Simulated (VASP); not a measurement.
# AlN (P3m1) in VASP: single point with r2SCAN

Aim: the single point of AlN with r2SCAN.

All numbers are computed with VASP 6.6.1; they aren't measurements. Logs are shortened: lines on timing, memory, paths and dates and some standing lists are left out, and cuts for length are marked.

**1. The cell of the first run**

It takes space group P3m1 (No. 156, trigonal). Conventional cell: a = 3.107 Å, b = 3.107 Å, c = 9.807 Å, α = 90.00°, β = 90.00°, γ = 120.00°. Within 2.5 Å of Al (site symmetry 3m) lie 4 N at 1.89 to 1.90 Å. Al (site symmetry 3m) has 4 N at 1.89 to 1.90 Å within 2.5 Å. Within 2.3 Å of Al (site symmetry 3m) lie 4 N at 1.75 to 1.89 Å. Within 2.5 Å of Al (site symmetry 3m) lie 4 N at 1.89 to 1.90 Å. Within 2.5 Å of N (site symmetry 3m) lie 4 Al at 1.89 to 1.90 Å. Within 2.5 Å of N (site symmetry 3m) lie 4 Al at 1.89 to 1.90 Å. N (site symmetry 3m) has 4 Al at 1.75 to 1.89 Å within 2.3 Å. Within 2.5 Å of N (site symmetry 3m) lie 4 Al at 1.89 to 1.90 Å.

**2. Single point, r2SCAN**

The input, POSCAR:

```
AlN
1.0
   -3.1066653375      0.0000000000      0.0000000000
   -1.5533326688     -2.6904511034      0.0000000000
    0.0000000000      0.0000000000      9.8068096770
Al N
4 4
Direct
    0.3333333333      0.3333333333      0.6646088273
    0.3333333333      0.3333333333      0.1569610802
    0.6666666667      0.6666666667      0.9184327008
    0.6666666667      0.6666666667      0.4107849537
    0.3333333333      0.3333333333      0.8583344139
    0.3333333333      0.3333333333      0.3506866669
    0.6666666667      0.6666666667      0.0968627933
    0.6666666667      0.6666666667      0.6045105404
```

The input, INCAR.step1:

```
  PREC = Accurate
  ENCUT = 520
  ISMEAR = 0
  SIGMA = 0.05
  LREAL = F
  LASPH = T
  NELM = 100
  NBANDS = 26
  GGA = PE
  ALGO = Normal
  EDIFF = 1E-4
  LWAVE = T
  LCHARG = F
```

The input, INCAR.step2:

```
  PREC = Accurate
  ENCUT = 520
  EDIFF = 1E-6
  ISMEAR = 0
  SIGMA = 0.05
  LREAL = F
  LASPH = T
  NELM = 100
  ALGO = Normal
  ISIF = 2
  LWAVE = F
  LCHARG = F
  METAGGA = R2SCAN
  LMIXTAU = T
  NBANDS = 26
  ISTART = 1
```

The input, KPOINTS:

```
regular mesh
0
Gamma
  8 8 3
```

Potentials or basis: VASP PAW PBE potentials, release 64 (Al, N).

The run is started by

```
$ cat potpaw_PBE.64/Al/POTCAR potpaw_PBE.64/N/POTCAR > POTCAR
$ cp INCAR.step1 INCAR
$ mpirun -np 1 vasp_std > vasp.out
$ cp INCAR.step2 INCAR
$ mpirun -np 1 vasp_std > vasp.out
```

OUTCAR:

```text
PREC = Accurate
   ENCUT = 520
   EDIFF = 1E-6
   ISMEAR = 0
   LREAL = F
   LASPH = T
   NELM = 100
   ISIF = 2
   METAGGA = R2SCAN
   ISTART = 1

 ion  position               nearest neighbor table
   1  0.333  0.333  0.665-   8 1.89   8 1.89   8 1.89   5 1.90   3 3.07   3 3.07   3 3.07   4 3.07
                             4 3.07   4 3.07
   2  0.333  0.333  0.157-   7 1.89   7 1.89   7 1.89   6 1.90   3 2.95   3 2.95   3 2.95   4 3.07
                             4 3.07   4 3.07
   3  0.667  0.667  0.918-   7 1.75   5 1.89   5 1.89   5 1.89   2 2.95   2 2.95   2 2.95   1 3.07
                             1 3.07   1 3.07
   4  0.667  0.667  0.411-   6 1.89   6 1.89   6 1.89   8 1.90   2 3.07   2 3.07   2 3.07   1 3.07
                             1 3.07   1 3.07
   5  0.333  0.333  0.858-   3 1.89   3 1.89   3 1.89   1 1.90
   6  0.333  0.333  0.351-   4 1.89   4 1.89   4 1.89   2 1.90
   7  0.667  0.667  0.097-   3 1.75   2 1.89   2 1.89   2 1.89
   8  0.667  0.667  0.605-   1 1.89   1 1.89   1 1.89   4 1.90

  LATTYP: Found a hexagonal cell.
 ALAT       =     3.1066653376
 C/A-ratio  =     3.1566997444

  Lattice vectors:

 A1 = (   1.5533326688,   2.6904511034,   0.0000000000)
 A2 = (  -3.1066653375,   0.0000000000,   0.0000000000)
 A3 = (   0.0000000000,   0.0000000000,   9.8068096770)

Analysis of symmetry for initial positions (statically):
=====================================================================
 Subroutine PRICEL returns:
 Original cell was already a primitive cell.

 Routine SETGRP: Setting up the symmetry group for a
 hexagonal supercell.

 Subroutine GETGRP returns: Found  6 space group operations
 (whereof  6 operations were pure point group operations)
 out of a pool of 24 trial point group operations.

The static configuration has the point symmetry C_3v.

Analysis of symmetry for dynamics (positions and initial velocities):
=====================================================================
 Subroutine PRICEL returns:
 Original cell was already a primitive cell.

 Routine SETGRP: Setting up the symmetry group for a
 hexagonal supercell.

 Subroutine GETGRP returns: Found  6 space group operations
 (whereof  6 operations were pure point group operations)
 out of a pool of 24 trial point group operations.

The dynamic configuration has the point symmetry C_3v.

 Subroutine INISYM returns: Found  6 space group operations
 (whereof  6 operations are pure point group operations),
 and found     1 'primitive' translations

----------------------------------------------------------------------------------------

                                     Primitive cell

  volume of cell :      81.9686

  direct lattice vectors                    reciprocal lattice vectors
    -3.106665337  0.000000000  0.000000000    -0.321888550  0.185842441  0.000000000
    -1.553332669 -2.690451103  0.000000000     0.000000000 -0.371684882  0.000000000
     0.000000000  0.000000000  9.806809677     0.000000000  0.000000000  0.101969961

  length of vectors
     3.106665337  3.106665338  9.806809677     0.371684882  0.371684882  0.101969961

  position of ions in fractional coordinates (direct lattice)
     0.333333333  0.333333333  0.664608827
     0.333333333  0.333333333  0.156961080
     0.666666667  0.666666667  0.918432701
     0.666666667  0.666666667  0.410784954
     0.333333333  0.333333333  0.858334414
     0.333333333  0.333333333  0.350686667
     0.666666667  0.666666667  0.096862793
     0.666666667  0.666666667  0.604510540

  ion indices of the primitive-cell ions
   primitive index   ion index
                 1           1
                 2           2
                 3           3
                 4           4
                 5           5
                 6           6
                 7           7
                 8           8

----------------------------------------------------------------------------------------

 KPOINTS: regular mesh

Automatic generation of k-mesh.
 Grid dimensions read from file:
 generate k-points for:    8    8    3

 Generating k-lattice:

  Cartesian coordinates                     Fractional coordinates (reciprocal lattice)
    -0.040236069  0.023230305  0.000000000     0.125000000 -0.000000000  0.000000000
     0.000000000 -0.046460610  0.000000000     0.000000000  0.125000000  0.000000000
     0.000000000  0.000000000  0.033989987     0.000000000  0.000000000  0.333333333

  Length of vectors
     0.046460610  0.046460610  0.033989987

  Shift w.r.t. Gamma in fractional coordinates (k-lattice)
     0.000000000  0.000000000  0.000000000

 Subroutine IBZKPT returns following result:
 ===========================================

 Found     25 irreducible k-points:

 Following reciprocal coordinates:
            Coordinates               Weight
  0.000000  0.000000  0.000000      1.000000
  0.125000  0.000000  0.000000      6.000000
  0.250000  0.000000  0.000000      6.000000
  0.375000  0.000000  0.000000      6.000000
  0.500000  0.000000  0.000000      3.000000
  0.250000  0.125000  0.000000      6.000000
[... 16 lines left out ...]
  0.375000  0.500000  0.333333     12.000000
  0.500000  0.250000  0.333333     12.000000
   k-points           NKPTS =     25   k-points in BZ     NKDIM =     25   number of bands    NBANDS=     26
   number of dos      NEDOS =    301   number of ions     NIONS =      8
   total plane-waves  NPLWV =  46080
   dimension x,y,z NGX =    24 NGY =   24 NGZ =   80
   dimension x,y,z NGXF=    48 NGYF=   48 NGZF=  160
   ions per type =               4   4
   NGX,Y,Z   is equivalent  to a cutoff of  12.84, 12.84, 13.56 a.u.
   NGXF,Y,Z  is equivalent  to a cutoff of  25.69, 25.69, 27.12 a.u.
 SYSTEM =  unknown system
   PREC   = accura    normal or accurate (medium, high low for compatibility)
   ISTART =      1    job   : 0-new  1-cont  2-samecut
   ICHARG =      0    charge: 1-file 2-atom 10-const
   ISPIN  =      1    spin polarized calculation?
   LNONCOLLINEAR =      F non collinear calculations
   LSORBIT =      F    spin-orbit coupling
   LASPH  =      T    aspherical Exc in radial PAW
   ENCUT  =  520.0 eV  38.22 Ry    6.18 a.u.   5.78  5.78 18.23*2*pi/ulx,y,z
   NELM   =    100;   NELMIN=  2; NELMDL=  0     # of ELM steps
   EDIFF  = 0.1E-05   stopping-criterion for ELM
   LREAL  =      F    real-space projection
   EDIFFG = 0.1E-04   stopping-criterion for IOM
   NSW    =      0    number of steps for IOM
   IBRION =     -1    ionic relax: 0-MD 1-quasi-New 2-CG
   NFREE  =      0    steps in history (QN), initial steepest desc. (CG)
   ISIF   =      2    stress and relaxation
   ISYM   =      2    0-nonsym 1-usesym 2-fastsym
   POTIM  = 0.5000    time-step for ionic-motion
   TEBEG  =    0.0;   TEEND  =   0.0 temperature during run
   PSTRESS=    0.0 pullay stress
   NELECT =      32.0000    total number of electrons
   NUPDOWN=      -1.0000    fix difference up-down
   EMIN   =  10.00;   EMAX   =-10.00  energy-range for DOS
   EFERMI =   0.00;   METHOD = LEGACY
   ISMEAR =     0;   SIGMA  =   0.05  broadening in eV -4-tet -1-fermi 0-gaus
   EFERMI_NEDOS =   21; number of points for ismear=-14 and -15
   IALGO  =     38    algorithm
   IMIX   =      4    mixing-type and parameters
     AMIX     =   0.40;   BMIX     =  1.00
     AMIX_MAG =   1.60;   BMIX_MAG =  1.00
  volume/ion in A,a.u.               =      10.25        69.14
  Fermi-wavevector in a.u.,A,eV,Ry     =   1.196490  2.261038 19.477939  1.431588
  Thomas-Fermi vector in A             =   2.332429
   LORBIT       =      0    0 simple, 1 ext, 2 COOP (PROOUT), +10 PAW based schemes
   METAGGA = R2SCAN    functional components
   LHFCALC =     F    Hartree Fock is set to
   AEXX    =    0.0000 exact exchange contribution
   IVDW    =     0    specifies the selected vdW correction
   LEPSILON=     F    determine dielectric tensor
   LRPA    =     F    only Hartree local field effects (RPA)
 non-spin polarized calculation
 Gauss-broadening in eV      SIGMA  =   0.05
  energy-cutoff  :      520.00
  volume of cell :       81.97
 maximum number of plane-waves:      2232
   NGX = 11   NGY = 11   NGZ = 37

 number of electron      31.9999995 magnetization

 Free energy of the ion-electron system (eV)
  ---------------------------------------------------
  ext. energy  EPLUGINS =         0.00000000
  ---------------------------------------------------
  free energy    TOTEN  =       -76.71158363 eV

  energy without entropy =      -76.71158363  energy(sigma->0) =      -76.71158363

 E-fermi :   6.3133     XC(G=0): -11.4839

 val. band max:        6.0823893785   @ k =   0.0000   0.0000   0.0000
 cond. band min:      11.1093137638   @ k =   0.0000   0.0000   0.0000
 fundamental gap:      5.0269243853
 Fermi energy:         6.3133006922

 k-point     1 :       0.0000    0.0000    0.0000
  band No.  band energies     occupation
      1     -10.0976      2.00000
      2      -9.1984      2.00000
      3      -8.9329      2.00000
      4      -7.7377      2.00000
      5      -0.0504      2.00000
      6       2.6218      2.00000
[... 18 lines left out ...]
     25      18.0743      0.00000
     26      18.3460      0.00000

 k-point     2 :       0.1250    0.0000    0.0000
  band No.  band energies     occupation
      1      -9.9003      2.00000
      2      -9.0266      2.00000
      3      -8.7631      2.00000
      4      -7.6311      2.00000
      5       0.1884      2.00000
      6       2.5426      2.00000
[... 18 lines left out ...]
     25      18.5187      0.00000
[... 608 lines left out ...]
     25      17.6758      0.00000
     26      18.0341      0.00000

 k-point    24 :       0.5000    0.2500    0.3333
  band No.  band energies     occupation
      1      -8.2768      2.00000
      2      -7.8461      2.00000
      3      -7.4517      2.00000
      4      -7.1820      2.00000
      5       0.8725      2.00000
      6       1.1317      2.00000
[... 18 lines left out ...]
     25      18.2948      0.00000
     26      18.5809      0.00000

 [... further k-points ...]

------------------------ aborting loop because EDIFF is reached ----------------------------------------

  FORCE on cell =-STRESS in cart. coord.  units (eV):
  Direction    XX          YY          ZZ          XY          YZ          ZX
  --------------------------------------------------------------------------------------
  -------------------------------------------------------------------------------------
  Total        0.1779361      0.1779361      5.2584267      0.0000000      0.0000000      0.0000000
  in kB        3.4779815      3.4779815    102.7824773      0.0000000      0.0000000      0.0000000
  external PRESSURE =      36.5794801 kB  Pullay stress =       0.0000000 kB

 VOLUME and BASIS-vectors are now :
 -----------------------------------------------------------------------------
  energy-cutoff  :      520.00
  volume of cell :       81.97
      direct lattice vectors                 reciprocal lattice vectors
    -3.106665337  0.000000000  0.000000000    -0.321888550  0.185842441  0.000000000
    -1.553332669 -2.690451103  0.000000000     0.000000000 -0.371684882  0.000000000
     0.000000000  0.000000000  9.806809677     0.000000000  0.000000000  0.101969961

 POSITION                                       TOTAL-FORCE (eV/Angst)
 -----------------------------------------------------------------------------------
     -1.55333     -0.89682      6.51769         0.000000      0.000000      0.169159
     -1.55333     -0.89682      1.53929        -0.000000     -0.000000      0.356664
     -3.10667     -1.79363      9.00689        -0.000000     -0.000000     -2.826053
     -3.10667     -1.79363      4.02849         0.000000     -0.000000      0.149099
     -1.55333     -0.89682      8.41752        -0.000000     -0.000000     -0.275615
     -1.55333     -0.89682      3.43912         0.000000     -0.000000     -0.166348
     -3.10667     -1.79363      0.94991        -0.000000     -0.000000      2.757223
     -3.10667     -1.79363      5.92832         0.000000     -0.000000     -0.164129
 -----------------------------------------------------------------------------------
    total drift:                               -0.000000     -0.000000      0.019434

  FREE ENERGIE OF THE ION-ELECTRON SYSTEM (eV)
  ---------------------------------------------------
  free  energy   TOTEN  =       -76.7115836281 eV

  energy  without entropy=      -76.7115836281  energy(sigma->0) =      -76.71158363
```

It took 2.8 min on 1 thread of Intel Xeon Platinum 8259CL at 2.50GHz (Skylake/Cascade Lake), shared host; peak memory 0.22 GiB.

Results:

```
Free energy            : -76.7116 eV
Pressure               : 3.7 GPa
Largest force          : 2.826 eV/Å
Band gap on the k mesh : 5.03 eV
```

Forces in eV/Å, atoms in the order of the input:
```
Al   0.000  0.000  0.169
Al   0.000  0.000  0.357
Al   0.000  0.000 -2.826
Al   0.000  0.000  0.149
N    0.000  0.000 -0.276
N    0.000  0.000 -0.166
N    0.000  0.000  2.757
N    0.000  0.000 -0.164
```

Stress tensor (GPa, compression positive):
```
 0.35  0.00  0.00
 0.00  0.35  0.00
 0.00  0.00 10.28
```

Levels at points of the mesh, in eV from the valence-band top:
```
           k point  band 12  band 13  band 14  band 15  band 16  band 17  band 18  band 19  band 20  band 21
(0.00, 0.00, 0.00)    -0.49    -0.49    -0.16    -0.16     0.00     5.03     7.17     7.32     7.63    11.18
(0.50, 0.00, 0.00)    -1.66    -1.44    -1.42    -1.28    -0.66     5.97     6.10     6.54     6.58     9.12
```

Caveat: the PAW data sets were made with another functional, which shifts forces and pressure a little.
